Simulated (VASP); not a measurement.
A run of VASP 6.6.1 is set up as follows.

Contents of POSCAR:

```
GaSb
1.0
    0.0000000000      3.0590000000      3.0590000000
    2.9672300000      0.0000000000      3.0590000000
    2.9672300000      3.0590000000      0.0000000000
Ga Sb
1 1
Direct
    0.0000000000      0.0000000000      0.0000000000
    0.7500000000      0.7500000000      0.7500000000
```

Contents of INCAR.step1:

```
PREC = Accurate ; ENCUT = 520
ISMEAR = 0 ; SIGMA = 0.05
LREAL = False ; LASPH = True
NELM = 100 ; NBANDS = 16
GGA = PE ; ALGO = Normal
EDIFF = 1E-4 ; LWAVE = True
LCHARG = False
```

File INCAR.step2:

```
PREC = Accurate ; ENCUT = 520
EDIFF = 1E-7 ; ISMEAR = 0
SIGMA = 0.05 ; LREAL = False
LASPH = True ; NELM = 100
ALGO = Normal ; ISIF = 2
LWAVE = False ; LCHARG = True
METAGGA = R2SCAN ; LMIXTAU = True
LELF = True ; LVHAR = True
NBANDS = 16 ; ISTART = 1
```

File KPOINTS:

```
Automatic mesh
0
Gamma
  10 10 10
```

Potentials or basis: VASP PAW PBE potentials, release 64 (Ga_d, Sb).

Run with:

```console
$ cat potpaw_PBE.64/Ga_d/POTCAR potpaw_PBE.64/Sb/POTCAR > POTCAR
$ cp INCAR.step1 INCAR
$ mpirun -np 1 vasp_std > vasp.out
$ cp INCAR.step2 INCAR
$ mpirun -np 1 vasp_std > vasp.out
```

Estimate the band gap on the k mesh.

0.55 eV.

Predict the pressure.

2.3 GPa.

Stress tensor (GPa, compression positive):
```
3.25 0.00 0.00
0.00 1.82 0.00
0.00 0.00 1.82
```

Caveat: the cell differs from its parent crystal (strain -0.0300 x Voigt [1, 0, 0, 0, 0, 0]); the PAW data sets were made with another functional, which shifts forces and pressure a little; spin-orbit coupling is left out, which moves the levels of the heavy elements. A k mesh can miss the band edges.
